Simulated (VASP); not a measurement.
The system is BaTiO3.

```
CELL_PARAMETERS angstrom
2.82767 -4.89766 0.00000
5.65534 0.00000 0.00000
2.82767 -1.63255 4.63546
ATOMIC_POSITIONS crystal
Ba 0.91779 0.96775 0.97384
Ba 0.57743 0.65456 0.34893
Ti 0.85544 0.70465 0.78241
Ti 0.22545 0.19420 0.34593
O 0.10784 0.46592 0.94252
O 0.52682 0.06235 0.36076
O 0.62665 0.39895 0.01957
O 0.86137 0.04878 0.56098
O 0.50458 0.98890 0.05292
O 0.81793 0.53523 0.54825
```

Base run:

| Property | Result |
| --- | --- |
| Program | VASP 6.6.1 |
| Functional | LDA |
| Potentials or basis | VASP PAW LDA potentials, release 64 (Ba_sv, Ti_sv, O) |
| Cutoff | 600 eV |
| k mesh | 6 × 6 × 6 |
| Occupations | fermi-dirac, width 0.05 eV |
| Spin | no spin polarisation |
| Hubbard terms | Ti d U = 1.0 eV |

Its results: band gap on the k mesh 0.42 eV (least direct gap 0.50 eV); pressure 67.4 GPa; largest force 25.231 eV/Å.

Task: The run is repeated on the same cell with these changes: hubbard terms from Ti d U = 1.0 eV to Ti d U = 6.0 eV. What comes out?

Result: Band gap on the k mesh 0.70 eV (least direct gap 0.88 eV); pressure 72.4 GPa; largest force 25.548 eV/Å.

Caveats: atoms lie so close that the PAW spheres overlap strongly, which falsifies energies and pressures; spin-orbit coupling is left out, which moves the levels of the heavy elements; forces of over 1 eV/Å act on the atoms, so gaps and moduli don't describe the material at rest; the stress differs along the axes, from 62 to 73 GPa (at least some runs); the stress differs along the axes, from 66 to 79 GPa (at least some runs).

A k mesh can miss the band edges.
